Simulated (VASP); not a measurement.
Input of a VASP 6.6.1 run:

The input INCAR:

```
SYSTEM = MgB2
PREC = Accurate
ENCUT = 520
EDIFF = 1E-6
ISMEAR = -1
SIGMA = 0.05
LREAL = .False.
LASPH = .True.
NELM = 80
ALGO = Normal
ISIF = 2
LWAVE = .False.
LCHARG = .True.
GGA = CA
LELF = .True.
LVHAR = .True.
NBANDS = 11
```

The input KPOINTS:

```
Automatic mesh
0
Gamma
  10 10 8
  0 0 0
```

The input POSCAR:

```
MgB2
1.0
    3.1455055572      0.0000000000      0.0000000000
   -1.5727527786      2.7240877203      0.0000000000
    0.0000000000      0.0000000000      3.5920959734
Mg B
1 2
Direct
    0.0000000000      0.0000000000      0.0000000000
    0.6666666667      0.3333333333      0.5000000000
    0.3333333333      0.6666666667      0.5000000000
```

Potentials or basis: VASP PAW LDA potentials, release 64 (Mg, B).

The run is started by

```console
$ cat potpaw_LDA.64/Mg/POTCAR potpaw_LDA.64/B/POTCAR > POTCAR
$ mpirun -np 1 vasp_std > vasp.out
```

(1) What does it give for the pressure?

(2) Estimate the band gap on the k mesh.

Answers

(1) -15.1 GPa.

(2) zero (band 4 reaches 5.91 eV, above the bottom of band 5 at 3.51 eV).
